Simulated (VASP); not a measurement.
Input of a VASP 6.6.1 run:

Contents of INCAR:

```
PREC = Accurate
ENCUT = 520
EDIFF = 1E-6
ISMEAR = 0
SIGMA = 0.01
LREAL = False
LASPH = True
NELM = 80
ALGO = Normal
ISIF = 2
LWAVE = False
LCHARG = False
GGA = PE
NBANDS = 24
```

KPOINTS

```
regular mesh
0
Gamma
  6 6 2
```

POSCAR

```
KBr
1.0
    5.6185806599      0.0000000000      0.0000000000
   -2.8092903300      4.8658335847      0.0000000000
    0.0000000000      0.0000000000      6.5538331369
K Br
2 2
Direct
    0.3333333333      0.6666666667     -0.0625000000
    0.6666666667      0.3333333333      0.4375000000
    0.3333333333      0.6666666667      0.4375000000
    0.6666666667      0.3333333333      0.9375000000
```

Potentials or basis: VASP PAW PBE potentials, release 64 (K_sv, Br).

Run with:

```sh
$ cat potpaw_PBE.64/K_sv/POTCAR potpaw_PBE.64/Br/POTCAR > POTCAR
$ mpirun -np 1 vasp_std > vasp.out
```

Question: Estimate the band gap on the k mesh.

Answer: 4.19 eV.

Question: Estimate the pressure.

Answer: 0.4 GPa.

Stress tensor (GPa, compression positive):
```
0.36 0.00 0.00
0.00 0.36 0.00
0.00 0.00 0.60
```

Caveat: the k points lie up to 0.48 Å⁻¹ apart. A k mesh can miss the band edges.
